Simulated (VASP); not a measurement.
# CsSnI3 (Pm-3m) in VASP: a series of runs

Aim: see how the results for CsSnI3 move with the level of theory and the settings. Levels: RPBE+D4, b88 exchange, pbe correlation. Tasks: relaxation of cell and atoms, single point.

All numbers are computed with VASP 6.6.1; they aren't measurements. Logs are shortened: lines on timing, memory, paths and dates and some standing lists are left out, and cuts for length are marked.

### 1 The cell of the first run

Symmetry: Pm-3m, No. 221, cubic system. Conventional cell: a = 6.206 Å, b = 6.206 Å, c = 6.206 Å, α = 90.00°, β = 90.00°, γ = 90.00°. Within 5.8 Å of Cs (site symmetry m-3m) lie 12 I at 4.39 Å and 8 Sn at 5.37 Å. Within 4.1 Å of I (site symmetry 4/mmm) lie 2 Sn at 3.10 Å. Sn (site symmetry m-3m) has 6 I at 3.10 Å within 4.1 Å.

### 2 Relaxation of cell and atoms, RPBE+D4

File INCAR:

```
PREC = Accurate
ENCUT = 600
EDIFF = 1E-6
ISMEAR = -1
SIGMA = 0.05
LREAL = F
LASPH = T
NELM = 100
ALGO = Normal
ISIF = 3
LWAVE = F
LCHARG = F
GGA = RP
IVDW = 13
IBRION = 2
NSW = 60
EDIFFG = -0.01
```

File KPOINTS:

```
Automatic mesh
0
Gamma
  5 5 5
```

File POSCAR:

```
CsSnI3
1.0
    6.2057000000      0.0000000000      0.0000000000
    0.0000000000      6.2057000000      0.0000000000
    0.0000000000      0.0000000000      6.2057000000
Cs I Sn
1 3 1
Direct
    0.0000000000      0.0000000000      0.0000000000
    0.5000000000      0.5000000000      0.0000000000
    0.5000000000      0.0000000000      0.5000000000
    0.0000000000      0.5000000000      0.5000000000
    0.5000000000      0.5000000000      0.5000000000
```

Potentials or basis: VASP PAW PBE potentials, release 64 (Cs_sv, I, Sn_d).

Run with:

```sh
$ cat potpaw_PBE.64/Cs_sv/POTCAR potpaw_PBE.64/I/POTCAR potpaw_PBE.64/Sn_d/POTCAR > POTCAR
$ mpirun -np 1 vasp_std > vasp.out
```

OUTCAR:

```text
PREC = Accurate
   ENCUT = 600
   EDIFF = 1E-6
   ISMEAR = -1
   LREAL = F
   LASPH = T
   NELM = 100
   ISIF = 3
   GGA = RP
   IVDW = 13
   IBRION = 2
   NSW = 60
   EDIFFG = -0.01

 ion  position               nearest neighbor table
   1  0.000  0.000  0.000-
   2  0.500  0.500  0.000-   5 3.10   5 3.10
   3  0.500  0.000  0.500-   5 3.10   5 3.10
   4  0.000  0.500  0.500-   5 3.10   5 3.10
   5  0.500  0.500  0.500-   2 3.10   3 3.10   4 3.10   2 3.10   3 3.10   4 3.10

  LATTYP: Found a simple cubic cell.
 ALAT       =     6.2057000000

  Lattice vectors:

 A1 = (   6.2057000000,   0.0000000000,   0.0000000000)
 A2 = (   0.0000000000,   6.2057000000,   0.0000000000)
 A3 = (   0.0000000000,   0.0000000000,   6.2057000000)

Analysis of symmetry for initial positions (statically):
=====================================================================
 Subroutine PRICEL returns:
 Original cell was already a primitive cell.

 Routine SETGRP: Setting up the symmetry group for a
 simple cubic supercell.

 Subroutine GETGRP returns: Found 48 space group operations
 (whereof 48 operations were pure point group operations)
 out of a pool of 48 trial point group operations.

The static configuration has the point symmetry O_h .

Analysis of symmetry for dynamics (positions and initial velocities):
=====================================================================
 Subroutine PRICEL returns:
 Original cell was already a primitive cell.

 Routine SETGRP: Setting up the symmetry group for a
 simple cubic supercell.

 Subroutine GETGRP returns: Found 48 space group operations
 (whereof 48 operations were pure point group operations)
 out of a pool of 48 trial point group operations.

The dynamic configuration has the point symmetry O_h .

 Subroutine INISYM returns: Found 48 space group operations
 (whereof 48 operations are pure point group operations),
 and found     1 'primitive' translations

----------------------------------------------------------------------------------------

                                     Primitive cell

  volume of cell :     238.9859

  direct lattice vectors                    reciprocal lattice vectors
     6.205700000  0.000000000  0.000000000     0.161142176  0.000000000  0.000000000
     0.000000000  6.205700000  0.000000000     0.000000000  0.161142176  0.000000000
     0.000000000  0.000000000  6.205700000     0.000000000  0.000000000  0.161142176

  length of vectors
     6.205700000  6.205700000  6.205700000     0.161142176  0.161142176  0.161142176

  position of ions in fractional coordinates (direct lattice)
     0.000000000  0.000000000  0.000000000
     0.500000000  0.500000000  0.000000000
     0.500000000  0.000000000  0.500000000
     0.000000000  0.500000000  0.500000000
     0.500000000  0.500000000  0.500000000

  ion indices of the primitive-cell ions
   primitive index   ion index
                 1           1
                 2           2
                 3           3
                 4           4
                 5           5

----------------------------------------------------------------------------------------

 KPOINTS: Automatic mesh

Automatic generation of k-mesh.
 Grid dimensions read from file:
 generate k-points for:    5    5    5

 Generating k-lattice:

[... 48 lines left out ...]
   EDIFFG = -.1E-01   stopping-criterion for IOM
   NSW    =     60    number of steps for IOM
   IBRION =      2    ionic relax: 0-MD 1-quasi-New 2-CG
   NFREE  =      1    steps in history (QN), initial steepest desc. (CG)
   ISIF   =      3    stress and relaxation
   ISYM   =      2    0-nonsym 1-usesym 2-fastsym
   POTIM  = 0.5000    time-step for ionic-motion
   TEBEG  =    0.0;   TEEND  =   0.0 temperature during run
   PSTRESS=    0.0 pullay stress
   NELECT =      44.0000    total number of electrons
   NUPDOWN=      -1.0000    fix difference up-down
   EMIN   =  10.00;   EMAX   =-10.00  energy-range for DOS
   EFERMI =   0.00;   METHOD = LEGACY
   ISMEAR =    -1;   SIGMA  =   0.05  broadening in eV -4-tet -1-fermi 0-gaus
   EFERMI_NEDOS =   21; number of points for ismear=-14 and -15
   IALGO  =     38    algorithm
   IMIX   =      4    mixing-type and parameters
     AMIX     =   0.40;   BMIX     =  1.00
     AMIX_MAG =   1.60;   BMIX_MAG =  1.00
  volume/ion in A,a.u.               =      47.80       322.55
  Fermi-wavevector in a.u.,A,eV,Ry     =   0.931326  1.759950 11.801253  0.867368
  Thomas-Fermi vector in A             =   2.057807
   LORBIT       =      0    0 simple, 1 ext, 2 COOP (PROOUT), +10 PAW based schemes
   GGA     = RP    functional components
   LHFCALC =     F    Hartree Fock is set to
   AEXX    =    0.0000 exact exchange contribution
   IVDW    =    13    specifies the selected vdW correction
   LEPSILON=     F    determine dielectric tensor
   LRPA    =     F    only Hartree local field effects (RPA)
 conjugate gradient relaxation of ions
 non-spin polarized calculation
  energy-cutoff  :      600.00
  volume of cell :      238.99
 maximum number of plane-waves:      8025
 NGX is ok and might be reduce to    50
   NGX = 25   NGY = 25   NGZ = 25

--------------------------------------- Ionic step        1  -------------------------------------------

 number of electron      43.9999989 magnetization

 Free energy of the ion-electron system (eV)
  ---------------------------------------------------
  ext. energy  EPLUGINS =         0.00000000
  ---------------------------------------------------
  free energy    TOTEN  =       -12.88606709 eV

  energy without entropy =      -12.88606708  energy(sigma->0) =      -12.88606708

------------------------ aborting loop because EDIFF is reached ----------------------------------------

  DFT-D4 for vdW energy calculation

  Edisp (eV):   -2.30442

  FORCE on cell =-STRESS in cart. coord.  units (eV):
  Direction    XX          YY          ZZ          XY          YZ          ZX
  --------------------------------------------------------------------------------------
  -------------------------------------------------------------------------------------
  Total      -0.10752    -0.10752    -0.10752     0.00000    -0.00000    -0.00000
  in kB      -0.72083    -0.72083    -0.72083     0.00000    -0.00000    -0.00000
  external pressure =       -0.72 kB  Pullay stress =        0.00 kB

 VOLUME and BASIS-vectors are now :
 -----------------------------------------------------------------------------
  energy-cutoff  :      600.00
  volume of cell :      238.99
      direct lattice vectors                 reciprocal lattice vectors
     6.205700000  0.000000000  0.000000000     0.161142176  0.000000000  0.000000000
     0.000000000  6.205700000  0.000000000     0.000000000  0.161142176  0.000000000
     0.000000000  0.000000000  6.205700000     0.000000000  0.000000000  0.161142176

 POSITION                                       TOTAL-FORCE (eV/Angst)
 -----------------------------------------------------------------------------------
      0.00000      0.00000      0.00000         0.000000      0.000000      0.000000
      3.10285      3.10285      0.00000         0.000000      0.000000      0.000000
      3.10285      0.00000      3.10285         0.000000      0.000000      0.000000
      0.00000      3.10285      3.10285         0.000000      0.000000      0.000000
      3.10285      3.10285      3.10285         0.000000      0.000000      0.000000
 -----------------------------------------------------------------------------------
    total drift:                                0.000000     -0.000000      0.000000

  FREE ENERGIE OF THE ION-ELECTRON SYSTEM (eV)
  ---------------------------------------------------
  free  energy   TOTEN  =       -15.1904906929 eV

  energy  without entropy=      -15.1904906847  energy(sigma->0) =      -15.19049069

--------------------------------------- Ionic step        2  -------------------------------------------

 number of electron      43.9999988 magnetization

 Free energy of the ion-electron system (eV)
  ---------------------------------------------------
  ext. energy  EPLUGINS =         0.00000000
  ---------------------------------------------------
  free energy    TOTEN  =       -12.87841429 eV

  energy without entropy =      -12.87841428  energy(sigma->0) =      -12.87841428

 E-fermi :   3.0580     XC(G=0):  -7.2759

 val. band max:        2.1998817917   @ k =   0.4000   0.4000   0.4000
 cond. band min:       3.9511917192   @ k =   0.4000   0.4000   0.4000
 fundamental gap:      1.7513099274
 Fermi energy:         3.0580001160

 k-point     1 :       0.0000    0.0000    0.0000
  band No.  band energies     occupation
      1     -19.3471      2.00000
      2     -19.1022      2.00000
      3     -19.1022      2.00000
      4     -19.0849      2.00000
      5     -19.0849      2.00000
      6     -19.0849      2.00000
[... 279 lines left out ...]
     25       4.3781      0.00000
     26       6.4578      0.00000

------------------------ aborting loop because EDIFF is reached ----------------------------------------

  DFT-D4 for vdW energy calculation

  Edisp (eV):   -2.31221

  FORCE on cell =-STRESS in cart. coord.  units (eV):
  Direction    XX          YY          ZZ          XY          YZ          ZX
  --------------------------------------------------------------------------------------
  -------------------------------------------------------------------------------------
  Total      -0.00602    -0.00602    -0.00602     0.00000     0.00000     0.00000
  in kB      -0.04047    -0.04047    -0.04047     0.00000     0.00000     0.00000
  external pressure =       -0.04 kB  Pullay stress =        0.00 kB

 VOLUME and BASIS-vectors are now :
 -----------------------------------------------------------------------------
  energy-cutoff  :      600.00
  volume of cell :      238.24
      direct lattice vectors                 reciprocal lattice vectors
     6.199262064 -0.000000000 -0.000000000     0.161309522 -0.000000000 -0.000000000
     0.000000000  6.199262064 -0.000000000     0.000000000  0.161309522  0.000000000
     0.000000000 -0.000000000  6.199262064     0.000000000  0.000000000  0.161309522

 POSITION                                       TOTAL-FORCE (eV/Angst)
 -----------------------------------------------------------------------------------
      0.00000      0.00000      0.00000        -0.000000      0.000000      0.000000
      3.09963      3.09963     -0.00000         0.000000     -0.000000      0.000000
      3.09963     -0.00000      3.09963        -0.000000      0.000000      0.000000
      0.00000      3.09963      3.09963        -0.000000      0.000000      0.000000
      3.09963      3.09963      3.09963        -0.000000      0.000000      0.000000
 -----------------------------------------------------------------------------------
    total drift:                                0.000000     -0.000000      0.000000

  FREE ENERGIE OF THE ION-ELECTRON SYSTEM (eV)
  ---------------------------------------------------
  free  energy   TOTEN  =       -15.1906291127 eV

  energy  without entropy=      -15.1906291042  energy(sigma->0) =      -15.19062911

 reached required accuracy - stopping structural energy minimisation
```

Run time: 89 s. Hardware: 1 thread of Intel Xeon Platinum 8488C (Sapphire Rapids), shared host; peak memory 0.41 GiB.

What came out:

```
Free energy                           : -15.1906 eV
Relaxed volume                        : 47.65 Å³/atom
Relaxed cell                          : a = 6.199 Å, b = 6.199 Å, c = 6.199 Å, α = 90.00°, β = 90.00°, γ = 90.00°
Space group after relaxing (to 0.1 Å) : Pm-3m (No. 221)
Energy gained by relaxing             : 0.0 meV/atom
Ionic steps                           : 2
Pressure after relaxing               : 0.0 GPa
Band gap on the k mesh                : 1.75 eV
Dispersion energy per atom            : -0.462 eV
```

Step by step:
```csv
step,energy change (eV),largest force (eV/Å),pressure (GPa),volume (Å³)
1,0.0000,0.0000,-0.07,238.99
2,-0.0001,0.0000,0.00,238.24
```

Final structure:
```cif
data_structure
_symmetry_space_group_name_H-M 'P 1'
_symmetry_Int_Tables_number 1
_cell_length_a 6.1993
_cell_length_b 6.1993
_cell_length_c 6.1993
_cell_angle_alpha 90.000
_cell_angle_beta 90.000
_cell_angle_gamma 90.000
_cell_volume 238.24
loop_
_atom_site_label
_atom_site_type_symbol
_atom_site_fract_x
_atom_site_fract_y
_atom_site_fract_z
_atom_site_occupancy
Cs1 Cs 0.00000 0.00000 0.00000 1
I1 I 0.50000 0.50000 0.00000 1
I2 I 0.50000 0.00000 0.50000 1
I3 I 0.00000 0.50000 0.50000 1
Sn1 Sn 0.50000 0.50000 0.50000 1
```

Levels at points of the mesh, in eV from the valence-band top:
```
           k point  band 18  band 19  band 20  band 21  band 22  band 23  band 24  band 25  band 26
(0.00, 0.00, 0.00)    -1.52    -1.52    -1.36    -1.36    -1.36     3.30     4.14     4.14     4.41
```

Caveat: the PAW data sets were made with another functional, which shifts forces and pressure a little; spin-orbit coupling is left out, which moves the levels of the heavy elements; an odd mesh through Γ misses points on the zone boundary, where band edges can lie.

### 3 Single point, b88 exchange, pbe correlation

This run uses another cell than the first one, of 49.77 Å³/atom.

File INCAR:

```
  PREC = Accurate
  ENCUT = 500
  EDIFF = 1E-6
  ISMEAR = -1
  SIGMA = 0.05
  LREAL = F
  LASPH = T
  NELM = 120
  ALGO = Normal
  ISIF = 2
  LWAVE = F
  LCHARG = T
  GGA = LIBXC
  LIBXC1 = GGA_X_B88
  LIBXC2 = GGA_C_PBE
  LELF = T
  LVHAR = T
  NBANDS = 30
  GGA_COMPAT = F
```

File KPOINTS:

```
regular mesh
0
Gamma
  5 5 5
```

Edit POSCAR of step 2 so:

```diff
@@ -2,5 +2,5 @@
 1.0
-    6.2057000000      0.0000000000      0.0000000000
-    0.0000000000      6.2057000000      0.0000000000
-    0.0000000000      0.0000000000      6.2057000000
+    6.2897548722      0.0000000000      0.0000000000
+    0.0000000000      6.2897548722      0.0000000000
+    0.0000000000      0.0000000000      6.2897548722
 Cs I Sn
```

Potentials or basis: VASP PAW PBE potentials, release 64 (Cs_sv, I, Sn_d).

Run with:

```sh
$ cat potpaw_PBE.64/Cs_sv/POTCAR potpaw_PBE.64/I/POTCAR potpaw_PBE.64/Sn_d/POTCAR > POTCAR
$ mpirun -np 1 vasp_std > vasp.out
```

It took 72 s on 1 thread of Intel Xeon Platinum 8259CL at 2.50GHz (Skylake/Cascade Lake), shared host; peak memory 0.35 GiB.

Results (log left out):

```yaml
Free_energy: -13.4518 eV
Pressure: 0.0 GPa
Band_gap_on_the_k_mesh: 1.79 eV
```

Levels at points of the mesh, in eV from the valence-band top:
```tsv
k point	band 20	band 21	band 22	band 23	band 24	band 25
(0.00, 0.00, 0.00)	-1.15	-1.15	-1.15	3.34	4.32	4.32
```

Caveat: the PAW data sets were made with another functional, which shifts forces and pressure a little; spin-orbit coupling is left out, which moves the levels of the heavy elements; an odd mesh through Γ misses points on the zone boundary, where band edges can lie.

### 4 Relaxation of cell and atoms, b88 exchange, pbe correlation

File INCAR:

```
SYSTEM = CsSnI3
PREC     = Accurate       ! precision mode
ENCUT    = 500            ! plane-wave cutoff, eV
EDIFF    = 1E-7           ! SCF threshold, eV
ISMEAR   = -1             ! smearing method
SIGMA    = 0.05           ! smearing width, eV
LREAL    = .False.        ! projectors in reciprocal space
LASPH    = .True.         ! aspherical terms in the spheres
NELM     = 120            ! most SCF steps
ALGO     = Normal         ! electronic algorithm
ISIF     = 3              ! what is computed and relaxed
LWAVE    = .False.        ! write WAVECAR
LCHARG   = .False.        ! write CHGCAR
GGA      = LIBXC          ! functional
LIBXC1   = GGA_X_B88    
LIBXC2   = GGA_C_PBE    
IBRION   = 2              ! ionic algorithm
NSW      = 60             ! ionic steps
EDIFFG   = -0.01          ! ionic threshold
GGA_COMPAT= .False.      
NELMIN   = 4
```

File KPOINTS:

```
regular mesh
0
Gamma
  5 5 5
  0 0 0
```

Edit POSCAR of step 3 so:

```diff
@@ -2,5 +2,5 @@
 1.0
-    6.2897548722      0.0000000000      0.0000000000
-    0.0000000000      6.2897548722      0.0000000000
-    0.0000000000      0.0000000000      6.2897548722
+    6.2057000000      0.0000000000      0.0000000000
+    0.0000000000      6.2057000000      0.0000000000
+    0.0000000000      0.0000000000      6.2057000000
 Cs I Sn
```

Run with:

```sh
$ cat potpaw_PBE.64/Cs_sv/POTCAR potpaw_PBE.64/I/POTCAR potpaw_PBE.64/Sn_d/POTCAR > POTCAR
$ mpirun -np 1 vasp_std > vasp.out
```

Wall time 3.2 min (1 thread of Intel Xeon Platinum 8259CL at 2.50GHz (Skylake/Cascade Lake), shared host); peak memory 0.37 GiB.

The run converged. Its results:

```yaml
Free_energy: -13.4512 eV
Relaxed_volume: 49.87 Å³/atom
Relaxed_cell: a = 6.294 Å, b = 6.294 Å, c = 6.294 Å, α = 90.00°, β = 90.00°, γ = 90.00°
Space_group_after_relaxing_to_0.1_Å: Pm-3m (No. 221)
Energy_gained_by_relaxing: 4.1 meV/atom
Ionic_steps: 3
Pressure_after_relaxing: 0.0 GPa
Band_gap_on_the_k_mesh: 1.79 eV
```

The path:
```csv
step,energy change (eV),largest force (eV/Å),pressure (GPa),volume (Å³)
1,0.0000,0.0000,0.66,238.99
2,-0.0182,0.0000,0.20,245.88
3,-0.0203,0.0000,-0.01,249.36
```

Final structure:
```yaml
crystal:
  lattice:
    - [6.29420, 0.00000, 0.00000]
    - [0.00000, 6.29420, 0.00000]
    - [0.00000, 0.00000, 6.29420]
  atoms:
    - { symbol: Cs, position: [0.00000, 0.00000, 0.00000] }
    - { symbol: I, position: [0.50000, 0.50000, 0.00000] }
    - { symbol: I, position: [0.50000, 0.00000, 0.50000] }
    - { symbol: I, position: [0.00000, 0.50000, 0.50000] }
    - { symbol: Sn, position: [0.50000, 0.50000, 0.50000] }
```

Levels at points of the mesh, in eV from the valence-band top:
| k point | band 18 | band 19 | band 20 | band 21 | band 22 | band 23 | band 24 | band 25 | band 26 |
| --- | --- | --- | --- | --- | --- | --- | --- | --- | --- |
| (0.00, 0.00, 0.00) | -1.28 | -1.28 | -1.14 | -1.14 | -1.14 | 3.34 | 4.33 | 4.33 | 4.59 |

Caveat: the PAW data sets were made with another functional, which shifts forces and pressure a little; spin-orbit coupling is left out, which moves the levels of the heavy elements; an odd mesh through Γ misses points on the zone boundary, where band edges can lie. Zero-point motion and thermal expansion aren't in these numbers.

### 5 Summary

```csv
task,level,cell,cutoff (eV),gap on the mesh (eV),pressure (GPa),relaxed volume (Å³/atom)
relaxation of cell and atoms,RPBE+D4,"relaxed from a = 6.206 Å, 5 atoms",600,1.75,0.0,47.65
single point,"b88 exchange, pbe correlation","a = 6.290 Å, 5 atoms",500,1.79,0.0,-
relaxation of cell and atoms,"b88 exchange, pbe correlation","relaxed from a = 6.206 Å, 5 atoms",500,1.79,0.0,49.87
```

Alike in all rows: potentials or basis VASP PAW PBE potentials, release 64 (Cs_sv, I, Sn_d); no spin polarisation; k mesh 5 × 5 × 5; smearing fermi-dirac 0.05 eV.

Caveats: the PAW data sets were made with another functional, which shifts forces and pressure a little; spin-orbit coupling is left out, which moves the levels of the heavy elements; an odd mesh through Γ misses points on the zone boundary, where band edges can lie.

Total energies depend on the potentials used, so only differences within one code and one set of settings carry meaning.
